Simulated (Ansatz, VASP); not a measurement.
## Se: VASP beside Ansatz

File INCAR:

```
PREC     = Accurate       # precision mode
ENCUT    = 520            # plane-wave cutoff, eV
EDIFF    = 1E-6           # SCF threshold, eV
ISMEAR   = -1             # smearing method
SIGMA    = 0.1            # smearing width, eV
LREAL    = False          # projectors in reciprocal space
LASPH    = True           # aspherical terms in the spheres
NELM     = 100            # most SCF steps
ALGO     = Normal         # electronic algorithm
ISIF     = 2              # what is computed and relaxed
LWAVE    = False          # write WAVECAR
LCHARG   = True           # write CHGCAR
GGA      = PE             # functional
LELF     = True           # ELF
LVHAR    = True         
NBANDS   = 13             # bands
```

File KPOINTS:

```
regular mesh
0
Gamma
  11 11 11
```

File POSCAR:

```
Se
1.0
    0.0000000000      2.5126160265      2.5126160265
    2.5126160265      0.0000000000      2.5126160265
    2.5126160265      2.5126160265      0.0000000000
Se
2
Direct
   -0.1250000000     -0.1250000000     -0.1250000000
    0.1250000000      0.1250000000      0.1250000000
```

Input for Ansatz:

```yaml
crystal:
  lattice:
    - [0.0, 2.5126160265, 2.5126160265]
    - [2.5126160265, 0.0, 2.5126160265]
    - [2.5126160265, 2.5126160265, 0.0]
  atoms:
    - { symbol: Se, position: [-0.125, -0.125, -0.125] }
    - { symbol: Se, position: [0.125, 0.125, 0.125] }
kpoints:
  mp_grid: { grid: [11, 11, 11] }
scf:
  occupations: { method: fermi_dirac, width: 0.1 }
hamiltonian:
  xc: pbe
  pseudopotentials: { kind: all_electron, lapw: { basis_error: 0.001 } }
output:
  forces: true
  stress: true
  eigenvalues: true
  populations: true
```

Change from the starting cell: volume scaled by 0.5, LAPW.

Alike in both runs: task single point; functional PBE; k mesh 11 × 11 × 11; occupations fermi-dirac, width 0.1 eV; no spin polarisation.

|  | VASP | Ansatz |
| --- | --- | --- |
| version | VASP 6.6.1 | Ansatz 0.2.0 |
| potentials or method | VASP PAW PBE potentials, release 64 (Se), cutoff 520 eV | all-electron LAPW, scalar-relativistic |

```tsv
	VASP	Ansatz	Ansatz less VASP
pressure (GPa)	105.5	104.1	-1.39
```

Both programs put the cell under a high pressure, so it lies far from rest at this level. Ansatz ran all-electron here, and VASP with PAW potentials.

Noted on VASP's run: the cell as given lies far from equilibrium.
